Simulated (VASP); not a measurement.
Ir, 2 atoms in the cell. The structure is cubic, space group Fd-3m (No. 227). The conventional cell has a = 5.438 Å, b = 5.438 Å, c = 5.438 Å, α = 90.00°, β = 90.00°, γ = 90.00°. Within 3.1 Å of Ir (site symmetry -43m) lie 4 Ir at 2.35 Å.  This cell differs from its parent crystal: volume scaled by 0.92.

* Program: VASP 6.6.1
* Task: single point
* Functional: revPBE
* Potentials or basis: VASP PAW PBE potentials, release 64 (Ir)
* Cutoff: 520 eV
* k mesh: 11 × 11 × 11
* Occupations: fermi-dirac, width 0.1 eV
* Spin: no spin polarisation
* Dipole correction: no
* Further INCAR settings: ALGO = Normal; EDIFF = 1e-06; NBANDS = 16

Potentials or basis: VASP PAW PBE potentials, release 64 (Ir).

The run is started by

```sh
$ cat potpaw_PBE.64/Ir/POTCAR > POTCAR
$ mpirun -np 1 vasp_std > vasp.out
```

Hardware: 1 thread of Intel(R) Xeon(R) Platinum 8259CL CPU @ 2.50GHz (Skylake/Cascade Lake), on a shared host.

**Question.** How long does it take, and how much memory?

**Answer.** Run time: 38 s on 1 thread of Intel(R) Xeon(R) Platinum 8259CL CPU @ 2.50GHz (Skylake/Cascade Lake), with other jobs on the host, peak memory 0.18 GiB. Counts: scf iterations 11, k points 56.
